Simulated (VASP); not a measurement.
Runs of VASP 6.6.1 on BaS. The structure is that of space group Fm-3m (No. 225), or close to it. The cells are those of the table. 

| cell | gap on the mesh (eV) | pressure (GPa) |
| --- | --- | --- |
| a = 4.551, b = 4.551, c = 4.517 Å, angles 60.2, 60.2, 59.5°, 2 atoms | 2.11 | (b) |
| a = 4.528, b = 4.528, c = 4.517 Å, angles 60.1, 60.1, 59.8°, 2 atoms | 2.11 | 1.2 |
| a = 4.562, b = 4.562, c = 4.517 Å, angles 60.3, 60.3, 59.3°, 2 atoms | 2.12 | 0.6 |
| a = 4.483, b = 4.483, c = 4.517 Å, angles 59.8, 59.8, 60.5°, 2 atoms | (c) | 2.2 |
| a = 4.472, b = 4.472, c = 4.517 Å, angles 59.7, 59.7, 60.7°, 2 atoms | 2.01 | 2.5 |
| a = 4.556, b = 4.556, c = 4.517 Å, angles 60.3, 60.3, 59.4°, 2 atoms | 2.11 | 0.7 |
| a = 4.539, b = 4.539, c = 4.517 Å, angles 60.2, 60.2, 59.7°, 2 atoms | 2.11 | (a) |
| a = 4.494, b = 4.494, c = 4.517 Å, angles 59.8, 59.8, 60.3°, 2 atoms | 2.06 | 1.9 |
| a = 4.505, b = 4.505, c = 4.517 Å, angles 59.9, 59.9, 60.2°, 2 atoms | 2.08 | 1.7 |

Alike in all rows: task single point; level PBE; potentials or basis VASP PAW PBE potentials, release 64 (Ba_sv, S); no spin polarisation; k mesh 8 × 8 × 8; cutoff (eV) 520; smearing gaussian 0.05 eV.

Q: Fill in the values left out.

A: (a) 1.0; (b) 0.8; (c) 2.04.

Caveats: spin-orbit coupling is left out, which moves the levels of the heavy elements.

A k mesh can miss the band edges, and the runs leave out spin-orbit coupling on Ba.
